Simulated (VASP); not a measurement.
Input of a VASP 6.6.1 run:

File POSCAR:

```
SiO2
1.0
   -1.7272593626      1.7272593626      4.1606261870
    1.7272593626     -1.7272593626      4.1606261870
    1.7272593626      1.7272593626     -4.1606261870
Si O
2 4
Direct
    0.7500000000      0.2500000000      0.5000000000
    0.0000000000      0.0000000000      0.0000000000
    0.5409502156      0.0409502156      0.5000000000
    0.7909502156      0.7909502156      0.0000000000
    0.2090497844      0.2090497844      0.0000000000
    0.9590497844      0.4590497844      0.5000000000
```

INCAR.step1

```
SYSTEM = SiO2
  ALGO = Normal
  EDIFF = 1E-4
  ENCUT = 520
  GGA = PE
  ISMEAR = 0
  LASPH = .True.
  LCHARG = .False.
  LREAL = .False.
  LWAVE = .True.
  NBANDS = 25
  NELM = 80
  PREC = Accurate
  SIGMA = 0.01
```

The input INCAR.step2:

```
SYSTEM = SiO2
  ALGO = Normal
  EDIFF = 1E-6
  ENCUT = 520
  ISIF = 2
  ISMEAR = 0
  ISTART = 1
  LASPH = .True.
  LCHARG = .True.
  LELF = .True.
  LMIXTAU = .True.
  LREAL = .False.
  LVHAR = .True.
  LWAVE = .False.
  METAGGA = R2SCAN
  NBANDS = 25
  NELM = 80
  PREC = Accurate
  SIGMA = 0.01
```

Contents of KPOINTS:

```
k-points
0
Gamma
  8 8 8
  0 0 0
```

Potentials or basis: VASP PAW PBE potentials, release 64 (Si, O).

The run is started by

```console
$ cat potpaw_PBE.64/Si/POTCAR potpaw_PBE.64/O/POTCAR > POTCAR
$ cp INCAR.step1 INCAR
$ mpirun -np 1 vasp_std > vasp.out
$ cp INCAR.step2 INCAR
$ mpirun -np 1 vasp_std > vasp.out
```

Problem. Estimate the largest force.

Solution. 0.328 eV/Å.

Problem. What does it give for the band gap on the k mesh?

Solution. 7.77 eV (least direct gap 8.55 eV).

Problem. What does it give for the pressure?

Solution. 10.3 GPa.

Forces on the atoms (eV/Å):
```
Si   0.000  0.000  0.000
Si   0.000  0.000  0.000
O    0.000  0.000 -0.328
O    0.000  0.000 -0.328
O    0.000  0.000  0.328
O    0.000  0.000  0.328
```

Caveat: the cell stands under pressure; the PAW data sets were made with another functional, which shifts forces and pressure a little. A k mesh can miss the band edges.
